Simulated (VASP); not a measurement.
The system is Li2HfN2.

```
CELL_PARAMETERS angstrom
3.23712 0.00000 0.00000
-1.61856 2.80343 0.00000
0.00000 0.00000 5.42360
ATOMIC_POSITIONS crystal
Li 0.66667 0.33333 0.38279
Li 0.33333 0.66667 0.61721
Hf 0.00000 0.00000 0.00000
N 0.66667 0.33333 0.77938
N 0.33333 0.66667 0.22062
```

| Quantity | Value |
| --- | --- |
| Program | VASP 6.6.1 |
| Task | relaxation of cell and atoms |
| Functional | LDA |
| Potentials or basis | VASP PAW LDA potentials, release 64 (Li_sv, Hf_pv, N) |
| Cutoff | 600 eV |
| k mesh | 9 × 9 × 5 |
| Occupations | fermi-dirac, width 0.02 eV |
| Spin | no spin polarisation |

At the start: pressure -7.0 GPa; volume 9.84 Å³/atom.

Task: How do energy, volume and symmetry change on relaxing?

Result: Over 9 steps the energy falls by 9.1 meV/atom and the volume is 9.42 Å³/atom (-4.3 %); space group P-3m1 (No. 164, to 0.05 Å).

The path:
```csv
step,energy change (eV),largest force (eV/Å),pressure (GPa),volume (Å³)
1,0.0000,0.1600,-7.02,49.22
2,-0.0171,0.5799,5.60,46.21
3,-0.0407,0.2436,-0.21,47.47
4,-0.0444,0.0664,-0.09,47.27
5,-0.0447,0.0449,-0.06,47.20
6,-0.0447,0.0470,-0.06,47.19
7,-0.0451,0.0386,0.00,47.15
8,-0.0453,0.0257,0.09,47.09
9,-0.0454,0.0094,-0.11,47.12
```

Final structure:
```
Li Hf N
1.0
     3.19606    0.00000    0.00000
    -1.59803    2.76787    0.00000
     0.00000    0.00000    5.32631
Li Hf N
2 1 2
Direct
  0.66667 0.33333 0.38354
  0.33333 0.66667 0.61646
  0.00000 0.00000 0.00000
  0.66667 0.33333 0.77703
  0.33333 0.66667 0.22297
```

Caveat: the cutoff is under 1.25 times the usual one of these potentials, so pressure, stress and relaxed cells hold a basis-set (Pulay) error.
